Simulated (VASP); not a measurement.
Wanted: the native input for a VASP 6.6.1 run.

* Task: electric field gradients
* Functional: r2SCAN
* Potentials or basis: VASP PAW PBE potentials, release 64 (Zn)
* Cutoff: 520 eV
* k mesh: 10 × 10 × 10
* Occupations: fermi-dirac, width 0.05 eV
* Spin: no spin polarisation
* Dipole correction: no
* Further INCAR settings: ALGO = Normal; EDIFF = 1e-08; NBANDS = 19

The system is Zn.

```
Zn
1.0
     0.00000    2.66571    2.66571
     2.66571    0.00000    2.66571
     2.66571    2.66571    0.00000
Zn
2
Cartesian
  -0.3865 -0.9463 -0.9463
  0.3865 0.9463 0.9463
```

This cell differs from its parent crystal: shortest bond scaled by 0.58.

One way to write it, as run:

POSCAR

```
Zn
1.0
    0.0000000000      2.6657071200      2.6657071200
    2.6657071200      0.0000000000      2.6657071200
    2.6657071200      2.6657071200      0.0000000000
Zn
2
Direct
   -0.2825000000     -0.0725000000     -0.0725000000
    0.2825000000      0.0725000000      0.0725000000
```

INCAR.step1

```
PREC     = Accurate       # precision mode
ENCUT    = 520            # plane-wave cutoff, eV
ISMEAR   = -1             # smearing method
SIGMA    = 0.05           # smearing width, eV
LREAL    = F              # projectors in reciprocal space
LASPH    = T              # aspherical terms in the spheres
NELM     = 60             # most SCF steps
NBANDS   = 19             # bands
GGA      = PE             # functional
ALGO     = Normal         # electronic algorithm
EDIFF    = 1E-4           # SCF threshold, eV
LWAVE    = T              # write WAVECAR
LCHARG   = F              # write CHGCAR
```

INCAR.step2

```
PREC     = Accurate       # precision mode
ENCUT    = 520            # plane-wave cutoff, eV
EDIFF    = 1E-8           # SCF threshold, eV
ISMEAR   = -1             # smearing method
SIGMA    = 0.05           # smearing width, eV
LREAL    = F              # projectors in reciprocal space
LASPH    = T              # aspherical terms in the spheres
NELM     = 60             # most SCF steps
ALGO     = Normal         # electronic algorithm
ISIF     = 2              # what is computed and relaxed
LWAVE    = F              # write WAVECAR
LCHARG   = F              # write CHGCAR
METAGGA  = R2SCAN         # meta-GGA
LMIXTAU  = T            
LEFG     = T            
NBANDS   = 19             # bands
ISTART   = 1
```

KPOINTS

```
regular mesh
0
Gamma
  10 10 10
```

Potentials or basis: VASP PAW PBE potentials, release 64 (Zn).

The run is started by

```bash
$ cat potpaw_PBE.64/Zn/POTCAR > POTCAR
$ cp INCAR.step1 INCAR
$ mpirun -np 1 vasp_std > vasp.out
$ cp INCAR.step2 INCAR
$ mpirun -np 1 vasp_std > vasp.out
```

It gave:

```json
{"Pressure": "164.7 GPa", "Largest force": "90.492 eV/Å", "Band gap on the k mesh": "zero (bands 12 and 13 overlap by 7.29 eV)", "Largest electric field gradient by atom": "Zn -21.7 V/Å²"}
```

Caveat: the cell differs from its parent crystal (shortest bond scaled by 0.58); atoms lie so close that the PAW spheres overlap strongly, which falsifies energies and pressures; the cell stands under pressure; without QUAD_EFG the Cq values of the log hold for a quadrupole moment of 1 mb, not for the nuclei; the PAW data sets were made with another functional, which shifts forces and pressure a little.

Wall time 3 min on 1 thread of AMD EPYC 9R45 96-Core Processor (Zen 5) (shared host), peak memory 0.18 GiB.
